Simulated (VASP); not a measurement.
# SnO in VASP: settings compared

Aim: see how the results for SnO move with the level of theory and the settings. Levels: PBE, r2SCAN. Tasks: single point.

All numbers are computed with VASP 6.6.1; they aren't measurements. Logs are shortened: lines on timing, memory, paths and dates and some standing lists are left out, and cuts for length are marked.

### 1 The cell of the first run

Symmetry: I-4m2, No. 119, tetragonal system. The conventional cell has a = 3.640 Å, b = 3.640 Å, c = 5.416 Å, α = 90.00°, β = 90.00°, γ = 90.00°. Sn (site symmetry -4m2) has 4 O at 2.27 Å within 3.0 Å. Within 3.0 Å of O (site symmetry -4m2) lie 4 Sn at 2.27 Å.

### 2 Single point, PBE (biaxial xy strain -5.0%)

INCAR reads:

```
SYSTEM = SnO
PREC     = Accurate       ! precision mode
ENCUT    = 520            ! plane-wave cutoff, eV
EDIFF    = 1E-6           ! SCF threshold, eV
ISMEAR   = -1             ! smearing method
SIGMA    = 0.02           ! smearing width, eV
LREAL    = .False.        ! projectors in reciprocal space
LASPH    = .True.         ! aspherical terms in the spheres
NELM     = 100            ! most SCF steps
ALGO     = Normal         ! electronic algorithm
ISIF     = 2              ! what is computed and relaxed
LWAVE    = .False.        ! write WAVECAR
LCHARG   = .True.         ! write CHGCAR
GGA      = PE             ! functional
LELF     = .True.         ! ELF
LVHAR    = .True.       
NBANDS   = 17             ! bands
```

KPOINTS reads:

```
regular mesh
0
Gamma
  8 8 8
  0 0 0
```

POSCAR reads:

```
SnO
1.0
    0.0000000000      2.5741580891      2.7082147176
    2.5741580891      0.0000000000      2.7082147176
    2.5741580891      2.5741580891      0.0000000000
Sn O
1 1
Direct
    0.0000000000      0.0000000000      0.0000000000
    0.2500000000      0.2500000000      0.2500000000
```

Potentials or basis: VASP PAW PBE potentials, release 64 (Sn_d, O).

On the command line:

```
$ cat potpaw_PBE.64/Sn_d/POTCAR potpaw_PBE.64/O/POTCAR > POTCAR
$ mpirun -np 1 vasp_std > vasp.out
```

OUTCAR:

```text
SYSTEM = SnO
   PREC = Accurate
   ENCUT = 520
   EDIFF = 1E-6
   ISMEAR = -1
   LREAL = .False.
   LASPH = .True.
   NELM = 100
   ISIF = 2
   GGA = PE

 ion  position               nearest neighbor table
   1  0.000  0.000  0.000-   2 2.27   2 2.27   2 2.27   2 2.27
   2  0.250  0.250  0.250-   1 2.27   1 2.27   1 2.27   1 2.27

  LATTYP: Found a body centered tetragonal cell.
 ALAT       =     3.6404092813
 C/A-ratio  =     1.4878627694

  Lattice vectors:

 A1 = (  -2.5741580891,   0.0000000000,   2.7082147176)
 A2 = (   2.5741580891,   0.0000000000,   2.7082147176)
 A3 = (   0.0000000000,   2.5741580891,  -2.7082147176)

Analysis of symmetry for initial positions (statically):
=====================================================================
 Subroutine PRICEL returns:
 Original cell was already a primitive cell.

 Routine SETGRP: Setting up the symmetry group for a
 body centered tetragonal supercell.

 Subroutine GETGRP returns: Found  8 space group operations
 (whereof  8 operations were pure point group operations)
 out of a pool of 16 trial point group operations.

The static configuration has the point symmetry D_2d.

Analysis of symmetry for dynamics (positions and initial velocities):
=====================================================================
 Subroutine PRICEL returns:
 Original cell was already a primitive cell.

 Routine SETGRP: Setting up the symmetry group for a
 body centered tetragonal supercell.

 Subroutine GETGRP returns: Found  8 space group operations
 (whereof  8 operations were pure point group operations)
 out of a pool of 16 trial point group operations.

The dynamic configuration has the point symmetry D_2d.

 Subroutine INISYM returns: Found  8 space group operations
 (whereof  8 operations are pure point group operations),
 and found     1 'primitive' translations

----------------------------------------------------------------------------------------

                                     Primitive cell

  volume of cell :      35.8908

  direct lattice vectors                    reciprocal lattice vectors
     0.000000000  2.574158089  2.708214718    -0.194238265  0.194238265  0.184623470
     2.574158089  0.000000000  2.708214718     0.194238265 -0.194238265  0.184623470
     2.574158089  2.574158089  0.000000000     0.194238265  0.194238265 -0.184623470

  length of vectors
     3.736404264  3.736404264  3.640409281     0.330972556  0.330972556  0.330972556

  position of ions in fractional coordinates (direct lattice)
     0.000000000  0.000000000  0.000000000
     0.250000000  0.250000000  0.250000000

  ion indices of the primitive-cell ions
   primitive index   ion index
                 1           1
                 2           2

----------------------------------------------------------------------------------------

 KPOINTS: regular mesh

Automatic generation of k-mesh.
 Grid dimensions read from file:
 generate k-points for:    8    8    8

 Generating k-lattice:

  Cartesian coordinates                     Fractional coordinates (reciprocal lattice)
    -0.024279783  0.024279783  0.023077934     0.125000000 -0.000000000  0.000000000
     0.024279783 -0.024279783  0.023077934    -0.000000000  0.125000000  0.000000000
     0.024279783  0.024279783 -0.023077934     0.000000000  0.000000000  0.125000000

  Length of vectors
     0.041371569  0.041371569  0.041371569

  Shift w.r.t. Gamma in fractional coordinates (k-lattice)
     0.000000000  0.000000000  0.000000000

 Subroutine IBZKPT returns following result:
 ===========================================

 Found     59 irreducible k-points:

 Following reciprocal coordinates:
            Coordinates               Weight
  0.000000  0.000000  0.000000      1.000000
  0.125000  0.000000  0.000000      8.000000
  0.250000  0.000000  0.000000      8.000000
  0.375000  0.000000  0.000000      8.000000
  0.500000  0.000000  0.000000      4.000000
  0.125000  0.125000  0.000000      2.000000
[... 16 lines left out ...]
  0.250000  0.000000  0.125000     16.000000
  0.375000  0.000000  0.125000     16.000000
 [... further k-points ...]
   k-points           NKPTS =     59   k-points in BZ     NKDIM =     59   number of bands    NBANDS=     17
   number of dos      NEDOS =    301   number of ions     NIONS =      2
   total plane-waves  NPLWV =  21952
   dimension x,y,z NGX =    28 NGY =   28 NGZ =   28
   dimension x,y,z NGXF=    56 NGYF=   56 NGZF=   56
   ions per type =               1   1
   NGX,Y,Z   is equivalent  to a cutoff of  12.46, 12.46, 12.79 a.u.
   NGXF,Y,Z  is equivalent  to a cutoff of  24.92, 24.92, 25.57 a.u.
 SYSTEM =  SnO
   PREC   = accura    normal or accurate (medium, high low for compatibility)
   ISTART =      0    job   : 0-new  1-cont  2-samecut
   ICHARG =      2    charge: 1-file 2-atom 10-const
   ISPIN  =      1    spin polarized calculation?
   LNONCOLLINEAR =      F non collinear calculations
   LSORBIT =      F    spin-orbit coupling
   LASPH  =      T    aspherical Exc in radial PAW
   ENCUT  =  520.0 eV  38.22 Ry    6.18 a.u.   6.95  6.95  6.77*2*pi/ulx,y,z
   NELM   =    100;   NELMIN=  2; NELMDL= -5     # of ELM steps
   EDIFF  = 0.1E-05   stopping-criterion for ELM
   LREAL  =      F    real-space projection
   EDIFFG = 0.1E-04   stopping-criterion for IOM
   NSW    =      0    number of steps for IOM
   IBRION =     -1    ionic relax: 0-MD 1-quasi-New 2-CG
   NFREE  =      0    steps in history (QN), initial steepest desc. (CG)
   ISIF   =      2    stress and relaxation
   ISYM   =      2    0-nonsym 1-usesym 2-fastsym
   POTIM  = 0.5000    time-step for ionic-motion
   TEBEG  =    0.0;   TEEND  =   0.0 temperature during run
   PSTRESS=    0.0 pullay stress
   NELECT =      20.0000    total number of electrons
   NUPDOWN=      -1.0000    fix difference up-down
   EMIN   =  10.00;   EMAX   =-10.00  energy-range for DOS
   EFERMI =   0.00;   METHOD = LEGACY
   ISMEAR =    -1;   SIGMA  =   0.02  broadening in eV -4-tet -1-fermi 0-gaus
   EFERMI_NEDOS =   21; number of points for ismear=-14 and -15
   IALGO  =     38    algorithm
   IMIX   =      4    mixing-type and parameters
     AMIX     =   0.40;   BMIX     =  1.00
     AMIX_MAG =   1.60;   BMIX_MAG =  1.00
  volume/ion in A,a.u.               =      17.95       121.10
  Fermi-wavevector in a.u.,A,eV,Ry     =   1.347174  2.545790 24.692907  1.814877
  Thomas-Fermi vector in A             =   2.474946
   LORBIT       =      0    0 simple, 1 ext, 2 COOP (PROOUT), +10 PAW based schemes
   GGA     = PE    functional components
   LHFCALC =     F    Hartree Fock is set to
   AEXX    =    0.0000 exact exchange contribution
   IVDW    =     0    specifies the selected vdW correction
   LEPSILON=     F    determine dielectric tensor
   LRPA    =     F    only Hartree local field effects (RPA)
 non-spin polarized calculation
  energy-cutoff  :      520.00
  volume of cell :       35.89
 maximum number of plane-waves:       986
   NGX = 13   NGY = 13   NGZ = 13

 number of electron      20.0000006 magnetization

 Free energy of the ion-electron system (eV)
  ---------------------------------------------------
  ext. energy  EPLUGINS =         0.00000000
  ---------------------------------------------------
  free energy    TOTEN  =       -10.30304317 eV

  energy without entropy =      -10.30257694  energy(sigma->0) =      -10.30281005

 E-fermi :   7.4688     XC(G=0): -10.1904

 val. band max:        7.4673566172   @ k =  -0.1250   0.5000   0.3750
 cond. band min:       7.4712730641   @ k =  -0.3750   0.1250   0.5000
 fundamental gap:      0.0039164470
 Fermi energy:         7.4687755748

 k-point     1 :       0.0000    0.0000    0.0000
  band No.  band energies     occupation
      1     -14.5902      2.00000
      2     -14.5677      2.00000
      3     -14.5677      2.00000
      4     -14.5060      2.00000
      5     -14.4958      2.00000
      6     -12.4941      2.00000
[... 9 lines left out ...]
     16      19.4633      0.00000
     17      19.4633      0.00000

 k-point     2 :       0.1250    0.0000    0.0000
  band No.  band energies     occupation
      1     -14.6175      2.00000
      2     -14.5740      2.00000
      3     -14.5613      2.00000
      4     -14.5041      2.00000
      5     -14.4966      2.00000
      6     -12.3701      2.00000
[... 9 lines left out ...]
     16      18.8416      0.00000
     17      19.0168      0.00000

 k-point     3 :       0.2500    0.0000    0.0000
  band No.  band energies     occupation
      1     -14.7038      2.00000
      2     -14.5641      2.00000
      3     -14.5500      2.00000
      4     -14.4946      2.00000
      5     -14.4940      2.00000
      6     -12.0662      2.00000
[... 9 lines left out ...]
     16      18.3798      0.00000
     17      20.8092      0.00000

 k-point     4 :       0.3750    0.0000    0.0000
  band No.  band energies     occupation
      1     -14.7817      2.00000
      2     -14.5608      2.00000
      3     -14.5465      2.00000
      4     -14.4836      2.00000
      5     -14.4772      2.00000
      6     -11.7483      2.00000
[... 9 lines left out ...]
     16      18.6491      0.00000
     17      21.0508      0.00000
[... 343 lines left out ...]
      1     -14.6305      2.00000
      2     -14.5734      2.00000
      3     -14.5558      2.00000
      4     -14.5061      2.00000
      5     -14.4965      2.00000
      6     -12.3256      2.00000
[... 9 lines left out ...]
     16      19.3663      0.00000
     17      20.3383      0.00000

 k-point    23 :       0.2500    0.0000    0.1250
  band No.  band energies     occupation
      1     -14.7039      2.00000
      2     -14.5568      2.00000
      3     -14.5448      2.00000
      4     -14.5086      2.00000
      5     -14.4898      2.00000
      6     -12.0824      2.00000
[... 9 lines left out ...]
     16      19.7939      0.00000
     17      20.8224      0.00000

 k-point    24 :       0.3750    0.0000    0.1250
  band No.  band energies     occupation
      1     -14.7785      2.00000
      2     -14.5505      2.00000
      3     -14.5410      2.00000
      4     -14.5006      2.00000
      5     -14.4761      2.00000
      6     -11.7703      2.00000
[... 9 lines left out ...]
     16      19.6275      0.00000
     17      21.5040      0.00000

 [... further k-points ...]

------------------------ aborting loop because EDIFF is reached ----------------------------------------

  FORCE on cell =-STRESS in cart. coord.  units (eV):
  Direction    XX          YY          ZZ          XY          YZ          ZX
  --------------------------------------------------------------------------------------
  -------------------------------------------------------------------------------------
  Total        2.2305195      2.2305195      2.3509205      0.0000000     -0.0000000      0.0000000
  in kB       99.5710488     99.5710488    104.9457882      0.0000000     -0.0000000      0.0000000
  external PRESSURE =     101.3626286 kB  Pullay stress =       0.0000000 kB

 VOLUME and BASIS-vectors are now :
 -----------------------------------------------------------------------------
  energy-cutoff  :      520.00
  volume of cell :       35.89
      direct lattice vectors                 reciprocal lattice vectors
     0.000000000  2.574158089  2.708214718    -0.194238265  0.194238265  0.184623470
     2.574158089  0.000000000  2.708214718     0.194238265 -0.194238265  0.184623470
     2.574158089  2.574158089  0.000000000     0.194238265  0.194238265 -0.184623470

 POSITION                                       TOTAL-FORCE (eV/Angst)
 -----------------------------------------------------------------------------------
      0.00000      0.00000      0.00000         0.000000      0.000000     -0.000000
      1.28708      1.28708      1.35411        -0.000000     -0.000000      0.000000
 -----------------------------------------------------------------------------------
    total drift:                               -0.000001     -0.000001     -0.000001

  FREE ENERGIE OF THE ION-ELECTRON SYSTEM (eV)
  ---------------------------------------------------
  free  energy   TOTEN  =       -10.3030431701 eV

  energy  without entropy=      -10.3025769354  energy(sigma->0) =      -10.30281005
```

Wall time 77 s (1 thread of AMD EPYC 7R13, shared host); peak memory 0.15 GiB.

Results:

* Free energy: -10.3030 eV
* Pressure: 10.1 GPa
* Band gap on the k mesh: zero (band 10 reaches 7.61 eV, above the bottom of band 11 at 7.35 eV)

Caveat: the cell differs from its parent crystal (biaxial xy strain -5.0%); spin-orbit coupling is left out, which moves the levels of the heavy elements.

[end of part 1 of 2]
